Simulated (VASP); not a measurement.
Write the native input for VASP 6.6.1 that does the following.

```
Task                   : single point
Functional             : PBE
Potentials or basis    : VASP PAW PBE potentials, release 64 (Nd_3, Bi_d, S), 4f in core
Cutoff                 : 500 eV
k mesh                 : 8 × 8 × 8
Occupations            : gaussian, width 0.1 eV
Spin                   : no spin polarisation
Dipole correction      : no
Further INCAR settings : ALGO = Normal; EDIFF = 1e-06; NBANDS = 38
```

The structure of NdBi2S3 lies in POSCAR:

```
NdBi2S3
1.0
   -2.8089133400      2.8089133400      5.7788381276
    2.8089133400     -2.8089133400      5.7788381276
    2.8089133400      2.8089133400     -5.7788381276
Nd Bi S
1 2 3
Direct
    0.1520276623      0.1520276623      0.0000000000
    0.8506835170      0.3506835170      0.5000000000
    0.3506835170      0.8506835170      0.5000000000
    0.6272434176      0.1272434176      0.5000000000
    0.1272434176      0.6272434176      0.5000000000
    0.9033937085      0.9033937085      0.0000000000
```

The input as run:

INCAR

```
ALGO = Normal
EDIFF = 1E-6
ENCUT = 500
GGA = PE
GGA_COMPAT = F
ISIF = 2
ISMEAR = 0
LASPH = T
LCHARG = F
LMAXMIX = 6
LREAL = F
LWAVE = F
NBANDS = 38
NELM = 200
PREC = Accurate
SIGMA = 0.1
```

KPOINTS

```
k-points
0
Gamma
  8 8 8
```

Potentials or basis: VASP PAW PBE potentials, release 64 (Nd_3, Bi_d, S), 4f in core.

The run is started by

```sh
$ cat potpaw_PBE.64/Nd_3/POTCAR potpaw_PBE.64/Bi_d/POTCAR potpaw_PBE.64/S/POTCAR > POTCAR
$ mpirun -np 1 vasp_std > vasp.out
```

It gave:

```json
{
  "Pressure": "0.0 GPa",
  "Largest force": "0.009 eV/Å",
  "Band gap on the k mesh": "zero (an odd number of electrons rules out a gap without spin polarisation)"
}
```

Caveat: spin-orbit coupling is left out, which moves the levels of the heavy elements; the 4f electrons are frozen in the core, so they carry no moment and show no levels; an odd number of electrons without spin polarisation forces a metal; a magnetic or distorted state may lie lower; the run has no spin polarisation, though such a crystal can be magnetic.

Run time: 7.7 min on 1 thread of Intel(R) Xeon(R) 6975P-C (Granite Rapids), with other jobs on the host, peak memory 0.62 GiB.
